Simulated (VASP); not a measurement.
# MgS (Fmmm) in VASP: single point with PBE

Aim: the single point of MgS with PBE.

Everything below comes from runs of VASP 6.6.1. Logs are shortened: lines on timing, memory, paths and dates and some standing lists are left out, and cuts for length are marked.

### Step 1. The cell of the first run

It takes space group Fmmm (No. 69, orthorhombic). The conventional cell has a = 5.106 Å, b = 5.203 Å, c = 5.301 Å, α = 90.00°, β = 90.00°, γ = 90.00°. Mg (site symmetry mmm) has 6 S at 2.55 to 2.65 Å within 3.4 Å. S (site symmetry mmm) has 6 Mg at 2.55 to 2.65 Å within 3.4 Å.

### Step 2. Single point, PBE (strain +0.0187 x Voigt [1, -1, 0, 0, 0, 0])

Input file INCAR:

```
SYSTEM = MgS
  PREC = Accurate
  ENCUT = 520
  EDIFF = 1E-7
  ISMEAR = 0
  SIGMA = 0.05
  LREAL = .FALSE.
  LASPH = .TRUE.
  NELM = 60
  ALGO = Normal
  ISIF = 2
  LWAVE = .FALSE.
  LCHARG = .TRUE.
  GGA = PE
  LELF = .TRUE.
  LVHAR = .TRUE.
  NBANDS = 11
```

Input file KPOINTS:

```
Automatic mesh
0
G
  8 8 8
  0 0 0
```

Input file POSCAR:

```
MgS
1.0
    0.0000000000      2.5529991450      2.6016500000
    2.6503008550      0.0000000000      2.6016500000
    2.6503008550      2.5529991450      0.0000000000
Mg S
1 1
Direct
    0.0000000000      0.0000000000      0.0000000000
    0.5000000000      0.5000000000      0.5000000000
```

Potentials or basis: VASP PAW PBE potentials, release 64 (Mg, S).

Started as:

```console
> cat potpaw_PBE.64/Mg/POTCAR potpaw_PBE.64/S/POTCAR > POTCAR
> mpirun -np 1 vasp_std > vasp.out
```

OUTCAR:

```text
SYSTEM = MgS
   PREC = Accurate
   ENCUT = 520
   EDIFF = 1E-7
   ISMEAR = 0
   LREAL = .FALSE.
   LASPH = .TRUE.
   NELM = 60
   ISIF = 2
   GGA = PE

 ion  position               nearest neighbor table
   1  0.000  0.000  0.000-   2 2.55   2 2.55   2 2.60   2 2.60   2 2.65   2 2.65
   2  0.500  0.500  0.500-   1 2.55   1 2.55   1 2.60   1 2.60   1 2.65   1 2.65

  LATTYP: Found a face centered orthorhombic cell.
 ALAT       =     5.1059982900
 B/A-ratio  =     1.0190563538
 C/A-ratio  =     1.0381127076

  Lattice vectors:

 A1 = (  -2.6503008550,   0.0000000000,  -2.6016500000)
 A2 = (  -2.6503008550,   2.5529991450,   0.0000000000)
 A3 = (   0.0000000000,   2.5529991450,  -2.6016500000)

Analysis of symmetry for initial positions (statically):
=====================================================================
 Subroutine PRICEL returns:
 Original cell was already a primitive cell.

 Routine SETGRP: Setting up the symmetry group for a
 face centered orthorhombic supercell.

 Subroutine GETGRP returns: Found  8 space group operations
 (whereof  8 operations were pure point group operations)
 out of a pool of  8 trial point group operations.

The static configuration has the point symmetry D_2h.

Analysis of symmetry for dynamics (positions and initial velocities):
=====================================================================
 Subroutine PRICEL returns:
 Original cell was already a primitive cell.

 Routine SETGRP: Setting up the symmetry group for a
 face centered orthorhombic supercell.

 Subroutine GETGRP returns: Found  8 space group operations
 (whereof  8 operations were pure point group operations)
 out of a pool of  8 trial point group operations.

The dynamic configuration has the point symmetry D_2h.

 Subroutine INISYM returns: Found  8 space group operations
 (whereof  8 operations are pure point group operations),
 and found     1 'primitive' translations

----------------------------------------------------------------------------------------

                                     Primitive cell

  volume of cell :      35.2067

  direct lattice vectors                    reciprocal lattice vectors
     0.000000000  2.552999145  2.601650000    -0.188657827  0.195848088  0.192185728
     2.650300855  0.000000000  2.601650000     0.188657827 -0.195848088  0.192185728
     2.650300855  2.552999145  0.000000000     0.188657827  0.195848088 -0.192185728

  length of vectors
     3.645049706  3.713849397  3.679931964     0.332991897  0.332991897  0.332991897

  position of ions in fractional coordinates (direct lattice)
     0.000000000  0.000000000  0.000000000
     0.500000000  0.500000000  0.500000000

  ion indices of the primitive-cell ions
   primitive index   ion index
                 1           1
                 2           2

----------------------------------------------------------------------------------------

 KPOINTS: Automatic mesh

Automatic generation of k-mesh.
 Grid dimensions read from file:
 generate k-points for:    8    8    8

 Generating k-lattice:

  Cartesian coordinates                     Fractional coordinates (reciprocal lattice)
    -0.023582228  0.024481011  0.024023216     0.125000000  0.000000000  0.000000000
     0.023582228 -0.024481011  0.024023216    -0.000000000  0.125000000 -0.000000000
     0.023582228  0.024481011 -0.024023216     0.000000000  0.000000000  0.125000000

  Length of vectors
     0.041623987  0.041623987  0.041623987

  Shift w.r.t. Gamma in fractional coordinates (k-lattice)
     0.000000000  0.000000000  0.000000000

 Subroutine IBZKPT returns following result:
 ===========================================

 Found     95 irreducible k-points:

 Following reciprocal coordinates:
            Coordinates               Weight
  0.000000  0.000000  0.000000      1.000000
  0.125000  0.000000 -0.000000      8.000000
  0.250000  0.000000 -0.000000      8.000000
  0.375000  0.000000 -0.000000      8.000000
  0.500000  0.000000 -0.000000      4.000000
  0.125000  0.125000  0.000000      2.000000
[... 16 lines left out ...]
  0.250000  0.000000  0.125000      8.000000
  0.375000  0.000000  0.125000      8.000000
 [... further k-points ...]
   k-points           NKPTS =     95   k-points in BZ     NKDIM =     95   number of bands    NBANDS=     11
   number of dos      NEDOS =    301   number of ions     NIONS =      2
   total plane-waves  NPLWV =  21952
   dimension x,y,z NGX =    28 NGY =   28 NGZ =   28
   dimension x,y,z NGXF=    56 NGYF=   56 NGZF=   56
   ions per type =               1   1
   NGX,Y,Z   is equivalent  to a cutoff of  12.77, 12.53, 12.65 a.u.
   NGXF,Y,Z  is equivalent  to a cutoff of  25.54, 25.07, 25.30 a.u.
 SYSTEM =  MgS
   PREC   = accura    normal or accurate (medium, high low for compatibility)
   ISTART =      0    job   : 0-new  1-cont  2-samecut
   ICHARG =      2    charge: 1-file 2-atom 10-const
   ISPIN  =      1    spin polarized calculation?
   LNONCOLLINEAR =      F non collinear calculations
   LSORBIT =      F    spin-orbit coupling
   LASPH  =      T    aspherical Exc in radial PAW
   ENCUT  =  520.0 eV  38.22 Ry    6.18 a.u.   6.78  6.91  6.84*2*pi/ulx,y,z
   NELM   =     60;   NELMIN=  2; NELMDL= -5     # of ELM steps
   EDIFF  = 0.1E-06   stopping-criterion for ELM
   LREAL  =      F    real-space projection
   EDIFFG = 0.1E-05   stopping-criterion for IOM
   NSW    =      0    number of steps for IOM
   IBRION =     -1    ionic relax: 0-MD 1-quasi-New 2-CG
   NFREE  =      0    steps in history (QN), initial steepest desc. (CG)
   ISIF   =      2    stress and relaxation
   ISYM   =      2    0-nonsym 1-usesym 2-fastsym
   POTIM  = 0.5000    time-step for ionic-motion
   TEBEG  =    0.0;   TEEND  =   0.0 temperature during run
   PSTRESS=    0.0 pullay stress
   NELECT =       8.0000    total number of electrons
   NUPDOWN=      -1.0000    fix difference up-down
   EMIN   =  10.00;   EMAX   =-10.00  energy-range for DOS
   EFERMI =   0.00;   METHOD = LEGACY
   ISMEAR =     0;   SIGMA  =   0.05  broadening in eV -4-tet -1-fermi 0-gaus
   EFERMI_NEDOS =   21; number of points for ismear=-14 and -15
   IALGO  =     38    algorithm
   IMIX   =      4    mixing-type and parameters
     AMIX     =   0.40;   BMIX     =  1.00
     AMIX_MAG =   1.60;   BMIX_MAG =  1.00
  volume/ion in A,a.u.               =      17.60       118.79
  Fermi-wavevector in a.u.,A,eV,Ry     =   0.998995  1.887827 13.578488  0.997991
  Thomas-Fermi vector in A             =   2.131256
   LORBIT       =      0    0 simple, 1 ext, 2 COOP (PROOUT), +10 PAW based schemes
   GGA     = PE    functional components
   LHFCALC =     F    Hartree Fock is set to
   AEXX    =    0.0000 exact exchange contribution
   IVDW    =     0    specifies the selected vdW correction
   LEPSILON=     F    determine dielectric tensor
   LRPA    =     F    only Hartree local field effects (RPA)
 non-spin polarized calculation
 Gauss-broadening in eV      SIGMA  =   0.05
  energy-cutoff  :      520.00
  volume of cell :       35.21
 maximum number of plane-waves:       966
   NGX = 13   NGY = 13   NGZ = 13

 number of electron       7.9999999 magnetization

 Free energy of the ion-electron system (eV)
  ---------------------------------------------------
  ext. energy  EPLUGINS =         0.00000000
  ---------------------------------------------------
  free energy    TOTEN  =        -8.49368538 eV

  energy without entropy =       -8.49368538  energy(sigma->0) =       -8.49368538

 E-fermi :   4.0306     XC(G=0):  -9.6881

 val. band max:        3.8028444125   @ k =   0.0000   0.0000   0.0000
 cond. band min:       6.4182498454   @ k =   0.5000   0.0000   0.5000
 fundamental gap:      2.6154054329
 Fermi energy:         4.0305703156

 k-point     1 :       0.0000    0.0000    0.0000
  band No.  band energies     occupation
      1      -8.9438      2.00000
      2       3.6411      2.00000
      3       3.7316      2.00000
      4       3.8028      2.00000
      5       7.4397      0.00000
      6      11.4949      0.00000
      7      11.6878      0.00000
      8      11.8824      0.00000
      9      13.8514      0.00000
     10      14.2947      0.00000
     11      16.2763      0.00000

 k-point     2 :       0.1250    0.0000   -0.0000
  band No.  band energies     occupation
      1      -8.7927      2.00000
      2       2.6725      2.00000
      3       3.5972      2.00000
      4       3.6561      2.00000
      5       8.2405      0.00000
      6      11.3560      0.00000
      7      11.8045      0.00000
      8      12.0654      0.00000
      9      13.2816      0.00000
     10      13.6071      0.00000
     11      16.4068      0.00000

 k-point     3 :       0.2500    0.0000   -0.0000
  band No.  band energies     occupation
      1      -8.3839      2.00000
      2       0.9169      2.00000
      3       3.3987      2.00000
      4       3.4097      2.00000
      5       8.6851      0.00000
      6      11.3567      0.00000
      7      11.7373      0.00000
      8      12.0399      0.00000
      9      14.0048      0.00000
     10      14.0426      0.00000
     11      15.6462      0.00000
[... 267 lines left out ...]
 k-point    23 :       0.2500    0.0000    0.1250
  band No.  band energies     occupation
      1      -8.4042      2.00000
      2       1.3481      2.00000
      3       3.0914      2.00000
      4       3.1920      2.00000
      5       9.2161      0.00000
      6      10.5630      0.00000
      7      11.3692      0.00000
      8      12.3674      0.00000
      9      13.4758      0.00000
     10      14.7357      0.00000
     11      17.0059      0.00000

 k-point    24 :       0.3750    0.0000    0.1250
  band No.  band energies     occupation
      1      -7.9269      2.00000
      2      -0.0699      2.00000
      3       2.8524      2.00000
      4       2.8999      2.00000
      5       8.9607      0.00000
      6      10.5249      0.00000
      7      11.6367      0.00000
      8      11.9926      0.00000
      9      15.0589      0.00000
     10      16.6246      0.00000
     11      16.8076      0.00000

 [... further k-points ...]

------------------------ aborting loop because EDIFF is reached ----------------------------------------

  FORCE on cell =-STRESS in cart. coord.  units (eV):
  Direction    XX          YY          ZZ          XY          YZ          ZX
  --------------------------------------------------------------------------------------
  -------------------------------------------------------------------------------------
  Total       -0.1895610      0.6812028      0.2057888      0.0000000      0.0000000      0.0000000
  in kB       -8.6265034     31.0000447      9.3649942      0.0000000      0.0000000      0.0000000
  external PRESSURE =      10.5795119 kB  Pullay stress =       0.0000000 kB

 VOLUME and BASIS-vectors are now :
 -----------------------------------------------------------------------------
  energy-cutoff  :      520.00
  volume of cell :       35.21
      direct lattice vectors                 reciprocal lattice vectors
     0.000000000  2.552999145  2.601650000    -0.188657827  0.195848088  0.192185728
     2.650300855  0.000000000  2.601650000     0.188657827 -0.195848088  0.192185728
     2.650300855  2.552999145  0.000000000     0.188657827  0.195848088 -0.192185728

 POSITION                                       TOTAL-FORCE (eV/Angst)
 -----------------------------------------------------------------------------------
      0.00000      0.00000      0.00000         0.000000      0.000000      0.000000
      2.65030      2.55300      2.60165        -0.000000     -0.000000      0.000000
 -----------------------------------------------------------------------------------
    total drift:                                0.000000      0.000000      0.000000

  FREE ENERGIE OF THE ION-ELECTRON SYSTEM (eV)
  ---------------------------------------------------
  free  energy   TOTEN  =        -8.4936853798 eV

  energy  without entropy=       -8.4936853798  energy(sigma->0) =       -8.49368538
```

It took 46 s on 1 thread of Intel Xeon Platinum 8259CL at 2.50GHz (Skylake/Cascade Lake), shared host; peak memory 0.18 GiB.

Results:

```
Free energy            : -8.4937 eV
Pressure               : 1.1 GPa
Band gap on the k mesh : 2.62 eV, indirect (least direct gap 3.64 eV)
```

Stress tensor (GPa, compression positive):
```
-0.86  0.00  0.00
 0.00  3.10  0.00
 0.00  0.00  0.94
```

Levels at points of the mesh, in eV from the valence-band top:
| k point | band 1 | band 2 | band 3 | band 4 | band 5 | band 6 | band 7 | band 8 |
| --- | --- | --- | --- | --- | --- | --- | --- | --- |
| (0.00, 0.00, 0.00) | -12.75 | -0.16 | -0.07 | 0.00 | 3.64 | 7.69 | 7.88 | 8.08 |
| (0.50, 0.00, 0.00) | -11.44 | -4.91 | -0.71 | -0.62 | 4.46 | 6.67 | 7.02 | 10.05 |
| (0.50, 0.50, 0.00) | -11.07 | -4.27 | -1.92 | -1.60 | 2.71 | 4.33 | 11.92 | 12.71 |
| (0.50, 0.00, 0.50) | -11.00 | -4.25 | -1.92 | -1.76 | 2.62 | 4.26 | 12.12 | 12.79 |
| (0.00, 0.50, 0.50) | -11.14 | -4.29 | -1.76 | -1.59 | 2.81 | 4.39 | 11.73 | 12.69 |

Caveat: the cell differs from its parent crystal (strain +0.0187 x Voigt [1, -1, 0, 0, 0, 0]). A k mesh can miss the band edges.
